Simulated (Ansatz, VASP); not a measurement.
# Two plane-wave programs on PbF2

```
CELL_PARAMETERS angstrom
0.00000 2.92361 2.92361
2.92361 0.00000 2.92361
2.92361 2.92361 0.00000
ATOMIC_POSITIONS crystal
Pb 0.00000 0.00000 0.00000
F 0.75000 0.75000 0.75000
F 0.25000 0.25000 0.25000
```

Alike in both runs: task single point; functional r2SCAN; k mesh 8 × 8 × 8; occupations fermi-dirac, width 0.05 eV; no spin polarisation.

|  | VASP | Ansatz |
| --- | --- | --- |
| version | VASP 6.6.1 | Ansatz 0.2.0 |
| potentials or method | VASP PAW PBE potentials, release 64 (Pb_d, F) | Ansatz PAW |
| plane-wave cutoff (eV) | 660 | 500 |
| valence electrons in the cell | 28 | 28 |

```csv
,VASP,Ansatz,Ansatz less VASP
gap on the k mesh at the Fermi level (eV),4.92,4.91,-0.004
least direct gap on the mesh (eV),5.07,5.06,-0.006
pressure (GPa),3.0,3.2,+0.14
```

VASP's potentials were made for PBE, not for r2SCAN. The functional is the same, so the differences come from potentials, cutoffs and numerics.

Spin-orbit coupling is off throughout.
